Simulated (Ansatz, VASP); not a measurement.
# Two plane-wave programs on Sc2Al

```
Sc Al
1.0
     4.93572    0.00000    0.00000
    -2.46786    4.27446    0.00000
     0.00000    0.00000    6.21571
Sc Al
4 2
Cartesian
  0.0000 0.0000 0.0000
  0.0000 0.0000 3.1079
  0.0000 2.8496 4.6618
  2.4679 1.4248 1.5539
  0.0000 2.8496 1.5539
  2.4679 1.4248 4.6618
```

Alike in both runs: task single point; functional LDA; k mesh 6 × 6 × 4; occupations fermi-dirac, width 0.1 eV; no spin polarisation.

```csv
,VASP,Ansatz
version,VASP 6.6.1,Ansatz 0.2.0
potentials or method,"VASP PAW LDA potentials, release 64 (Sc_sv, Al), cutoff 520 eV","plane waves, PAW"
valence electrons in the cell,50,50
```

```tsv
	VASP	Ansatz	Ansatz less VASP
pressure (GPa)	-5.9	-6.1	-0.12
traceless stress, the component that is largest in VASP (GPa)	0.22	0.24	+0.019
```

LDA's correlation is that of Perdew and Zunger in VASP and of Perdew and Wang (1992) in Ansatz. Ansatz's warnings: stress scf threshold loose, structure snapped to symmetry.
